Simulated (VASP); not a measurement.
# ZrP3 (I4/mmm) in VASP: single point with r2SCAN

Aim: the single point of ZrP3 with r2SCAN.

Everything below comes from runs of VASP 6.6.1. Logs are shortened: lines on timing, memory, paths and dates and some standing lists are left out, and cuts for length are marked.

### 1 The cell of the first run

It takes space group I4/mmm (No. 139, tetragonal). The conventional cell has a = 3.976 Å, b = 3.976 Å, c = 8.740 Å, α = 90.00°, β = 90.00°, γ = 90.00°. Zr (site symmetry 4/mmm) has 12 P at 2.81 to 2.95 Å within 3.7 Å. Within 3.7 Å of P (site symmetry 4/mmm) lie 4 Zr at 2.81 Å and 8 P at 2.95 Å. P (site symmetry -4m2) has 8 P at 2.81 to 2.95 Å and 4 Zr at 2.95 Å within 3.7 Å.

### 2 Single point, r2SCAN

Contents of POSCAR:

```
ZrP3
1.0
    0.0000000000      3.9761100000      0.0000000000
    3.9761100000      0.0000000000      0.0000000000
    1.9880550000      1.9880550000     -4.3701160000
Zr P
1 3
Direct
    0.0000000000      0.0000000000      0.0000000000
    0.5000000000      0.5000000000      0.0000000000
    0.7500000000      0.2500000000      0.5000000000
    0.2500000000      0.7500000000      0.5000000000
```

Contents of INCAR.step1:

```
PREC = Accurate
ENCUT = 520
ISMEAR = 0
SIGMA = 0.1008
LREAL = F
LASPH = T
NELM = 80
NBANDS = 22
GGA = PE
ALGO = Normal
EDIFF = 1E-4
LWAVE = T
LCHARG = F
```

Contents of INCAR.step2:

```
PREC = Accurate
ENCUT = 520
EDIFF = 1E-6
ISMEAR = 0
SIGMA = 0.1008
LREAL = F
LASPH = T
NELM = 80
ALGO = Normal
ISIF = 2
LWAVE = F
LCHARG = F
METAGGA = R2SCAN
LMIXTAU = T
NBANDS = 22
ISTART = 1
```

Contents of KPOINTS:

```
Automatic mesh
0
Gamma
  8 8 8
```

Potentials or basis: VASP PAW PBE potentials, release 64 (Zr_sv, P).

Run with:

```bash
> cat potpaw_PBE.64/Zr_sv/POTCAR potpaw_PBE.64/P/POTCAR > POTCAR
> cp INCAR.step1 INCAR
> mpirun -np 1 vasp_std > vasp.out
> cp INCAR.step2 INCAR
> mpirun -np 1 vasp_std > vasp.out
```

OUTCAR:

```text
PREC = Accurate
   ENCUT = 520
   EDIFF = 1E-6
   ISMEAR = 0
   LREAL = F
   LASPH = T
   NELM = 80
   ISIF = 2
   METAGGA = R2SCAN
   ISTART = 1

 ion  position               nearest neighbor table
   1  0.000  0.000  0.000-   2 2.81   2 2.81   2 2.81   2 2.81   3 2.95   3 2.95   4 2.95   4 2.95
                             4 2.95   3 2.95   4 2.95   3 2.95
   2  0.500  0.500  0.000-   1 2.81   1 2.81   1 2.81   1 2.81   4 2.95   4 2.95   3 2.95   3 2.95
                             4 2.95   3 2.95   4 2.95   3 2.95
   3  0.750  0.250  0.500-   4 2.81   4 2.81   4 2.81   4 2.81   1 2.95   1 2.95   2 2.95   2 2.95
                             1 2.95   1 2.95   2 2.95   2 2.95
   4  0.250  0.750  0.500-   3 2.81   3 2.81   3 2.81   3 2.81   2 2.95   2 2.95   1 2.95   1 2.95
                             1 2.95   1 2.95   2 2.95   2 2.95

  LATTYP: Found a body centered tetragonal cell.
 ALAT       =     3.9761100000
 C/A-ratio  =     2.1981866699

  Lattice vectors:

 A1 = (  -1.9880550000,   1.9880550000,   4.3701160000)
 A2 = (   1.9880550000,  -1.9880550000,   4.3701160000)
 A3 = (   1.9880550000,   1.9880550000,  -4.3701160000)

Analysis of symmetry for initial positions (statically):
=====================================================================
 Subroutine PRICEL returns:
 Original cell was already a primitive cell.

 Routine SETGRP: Setting up the symmetry group for a
 body centered tetragonal supercell.

 Subroutine GETGRP returns: Found 16 space group operations
 (whereof 16 operations were pure point group operations)
 out of a pool of 16 trial point group operations.

The static configuration has the point symmetry D_4h.

Analysis of symmetry for dynamics (positions and initial velocities):
=====================================================================
 Subroutine PRICEL returns:
 Original cell was already a primitive cell.

 Routine SETGRP: Setting up the symmetry group for a
 body centered tetragonal supercell.

 Subroutine GETGRP returns: Found 16 space group operations
 (whereof 16 operations were pure point group operations)
 out of a pool of 16 trial point group operations.

The dynamic configuration has the point symmetry D_4h.

 Subroutine INISYM returns: Found 16 space group operations
 (whereof 16 operations are pure point group operations),
 and found     1 'primitive' translations

----------------------------------------------------------------------------------------

                                     Primitive cell

  volume of cell :      69.0891

  direct lattice vectors                    reciprocal lattice vectors
[... 96 lines left out ...]
   NFREE  =      0    steps in history (QN), initial steepest desc. (CG)
   ISIF   =      2    stress and relaxation
   ISYM   =      2    0-nonsym 1-usesym 2-fastsym
   POTIM  = 0.5000    time-step for ionic-motion
   TEBEG  =    0.0;   TEEND  =   0.0 temperature during run
   PSTRESS=    0.0 pullay stress
   NELECT =      27.0000    total number of electrons
   NUPDOWN=      -1.0000    fix difference up-down
   EMIN   =  10.00;   EMAX   =-10.00  energy-range for DOS
   EFERMI =   0.00;   METHOD = LEGACY
   ISMEAR =     0;   SIGMA  =   0.10  broadening in eV -4-tet -1-fermi 0-gaus
   EFERMI_NEDOS =   21; number of points for ismear=-14 and -15
   IALGO  =     38    algorithm
   IMIX   =      4    mixing-type and parameters
     AMIX     =   0.40;   BMIX     =  1.00
     AMIX_MAG =   1.60;   BMIX_MAG =  1.00
  volume/ion in A,a.u.               =      17.27       116.56
  Fermi-wavevector in a.u.,A,eV,Ry     =   1.196905  2.261822 19.491440  1.432580
  Thomas-Fermi vector in A             =   2.332833
   LORBIT       =      0    0 simple, 1 ext, 2 COOP (PROOUT), +10 PAW based schemes
   METAGGA = R2SCAN    functional components
   LHFCALC =     F    Hartree Fock is set to
   AEXX    =    0.0000 exact exchange contribution
   IVDW    =     0    specifies the selected vdW correction
   LEPSILON=     F    determine dielectric tensor
   LRPA    =     F    only Hartree local field effects (RPA)
 non-spin polarized calculation
 Gauss-broadening in eV      SIGMA  =   0.10
  energy-cutoff  :      520.00
  volume of cell :       69.09
 maximum number of plane-waves:      1885
 NGX is ok and might be reduce to    30
   NGX = 15   NGY = 15   NGZ = 19

 number of electron      27.0000000 magnetization

 Free energy of the ion-electron system (eV)
  ---------------------------------------------------
  ext. energy  EPLUGINS =         0.00000000
  ---------------------------------------------------
  free energy    TOTEN  =       -50.32109544 eV

  energy without entropy =      -50.30918513  energy(sigma->0) =      -50.31514029

 E-fermi :   9.0902     XC(G=0): -11.8480

 val. band max:        9.0606814234   @ k =  -0.1250   0.0000   0.3750
 cond. band min:       9.0941187672   @ k =   0.0000   0.0000   0.5000
 fundamental gap:      0.0334373438
 Fermi energy:         9.0901973917

 k-point     1 :       0.0000    0.0000    0.0000
  band No.  band energies     occupation
      1     -42.3367      2.00000
      2     -19.6581      2.00000
      3     -19.6580      2.00000
      4     -19.6100      2.00000
      5      -5.6326      2.00000
      6      -0.1360      2.00000
[... 589 lines left out ...]
     21      13.5101      0.00000
     22      15.8739      0.00000

 [... further k-points ...]

------------------------ aborting loop because EDIFF is reached ----------------------------------------

  FORCE on cell =-STRESS in cart. coord.  units (eV):
  Direction    XX          YY          ZZ          XY          YZ          ZX
  --------------------------------------------------------------------------------------
  -------------------------------------------------------------------------------------
  Total       -5.2144632     -5.2144632     -0.4087839      0.0000000      0.0000000      0.0000000
  in kB     -120.9234264   -120.9234264     -9.4797010      0.0000000      0.0000000      0.0000000
  external PRESSURE =     -83.7755179 kB  Pullay stress =       0.0000000 kB

 VOLUME and BASIS-vectors are now :
 -----------------------------------------------------------------------------
  energy-cutoff  :      520.00
  volume of cell :       69.09
      direct lattice vectors                 reciprocal lattice vectors
     0.000000000  3.976110000  0.000000000     0.000000000  0.251502096  0.114413439
     3.976110000  0.000000000  0.000000000     0.251502096  0.000000000  0.114413439
     1.988055000  1.988055000 -4.370116000     0.000000000  0.000000000 -0.228826878

 POSITION                                       TOTAL-FORCE (eV/Angst)
 -----------------------------------------------------------------------------------
      0.00000      0.00000      0.00000         0.000000     -0.000000     -0.000000
      1.98805      1.98805      0.00000         0.000000     -0.000000     -0.000000
      1.98805      3.97611     -2.18506        -0.000000     -0.000000      0.000000
      3.97611      1.98805     -2.18506         0.000000      0.000000     -0.000000
 -----------------------------------------------------------------------------------
    total drift:                                0.000000     -0.000000     -0.000000

  FREE ENERGIE OF THE ION-ELECTRON SYSTEM (eV)
  ---------------------------------------------------
  free  energy   TOTEN  =       -50.3210954441 eV

  energy  without entropy=      -50.3091851291  energy(sigma->0) =      -50.31514029
```

It took 3.6 min on 1 thread of Intel Xeon 6975P-C (Granite Rapids), shared host; peak memory 0.24 GiB.

Results:

```
Free energy : -50.3211 eV
Pressure    : -8.4 GPa
```

Stress tensor (GPa, compression positive):
```
-12.09   0.00   0.00
  0.00 -12.09   0.00
  0.00   0.00  -0.95
```

Caveat: the PAW data sets were made with another functional, which shifts forces and pressure a little.
